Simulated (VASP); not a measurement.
Input of a VASP 6.6.1 run:

File INCAR:

```
PREC     = Accurate       # precision mode
ENCUT    = 520            # plane-wave cutoff, eV
EDIFF    = 1E-6           # SCF threshold, eV
ISMEAR   = 0              # smearing method
SIGMA    = 0.01           # smearing width, eV
LREAL    = False          # projectors in reciprocal space
LASPH    = True           # aspherical terms in the spheres
NELM     = 80             # most SCF steps
ALGO     = Normal         # electronic algorithm
ISIF     = 2              # what is computed and relaxed
LWAVE    = False          # write WAVECAR
LCHARG   = False          # write CHGCAR
NBANDS   = 16             # bands
```

KPOINTS

```
regular mesh
0
Gamma
  6 6 6
```

File POSCAR:

```
CdTe
1.0
    0.0000000000      3.1280118801      3.1280118801
    3.1280118801      0.0000000000      3.1280118801
    3.1280118801      3.1280118801      0.0000000000
Cd Te
1 1
Direct
    0.0000000000      0.0000000000      0.0000000000
    0.7500000000      0.7500000000      0.7500000000
```

Potentials or basis: VASP PAW LDA potentials, release 64 (Cd, Te).

Launch:

```bash
$ cat potpaw_LDA.64/Cd/POTCAR potpaw_LDA.64/Te/POTCAR > POTCAR
$ mpirun -np 1 vasp_std > vasp.out
```

Task: Estimate the band gap on the k mesh.

Result: 0.88 eV, direct.

Task: Predict the pressure.

Result: 4.4 GPa.

Caveat: spin-orbit coupling is left out, which moves the levels of the heavy elements. As with any semilocal functional, this LDA gap is likely too small.
